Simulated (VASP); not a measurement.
HfO2:

```xyz
12
Lattice="5.1180 0.0000 0.0000 0.0000 5.1857 0.0000 -0.8587 0.0000 5.2139" Properties=species:S:1:pos:R:3 pbc="T T T"
Hf    0.8021    2.3870    3.6914
Hf    3.0279    4.9798    4.1294
Hf    3.4573    2.7987    1.5224
Hf    1.2314    0.2059    1.0845
O    -0.3473    0.8733    4.4146
O     4.1773    3.4661    3.4062
O     4.6066    4.3124    0.7993
O     0.0821    1.7196    1.8076
O     1.4549    3.8473    5.1101
O     2.3751    1.2544    2.7107
O     2.8045    1.3384    0.1038
O     1.8842    3.9313    2.5032
```

Base run:

```yaml
Program: VASP 6.6.1
Functional: BLYP
Potentials_or_basis: VASP PAW PBE potentials, release 64 (Hf_pv, O)
Cutoff: 520 eV
k_mesh: 4 × 4 × 4
Occupations: fermi-dirac, width 0.05 eV
Spin: no spin polarisation
```

Its results: band gap on the k mesh 4.16 eV (least direct gap 4.24 eV); pressure 9.6 GPa; largest force 0.499 eV/Å.

Question: The run is repeated on the same cell with these changes: functional from BLYP to r2SCAN. What comes out?

Answer: Band gap on the k mesh 4.62 eV (least direct gap 4.71 eV); pressure -3.1 GPa; largest force 0.435 eV/Å.

Caveats: the PAW data sets were made with another functional, which shifts forces and pressure a little; spin-orbit coupling is left out, which moves the levels of the heavy elements; the cell stands under pressure (at least some runs); the cell stands under tension (at least some runs).

A k mesh can miss the band edges.
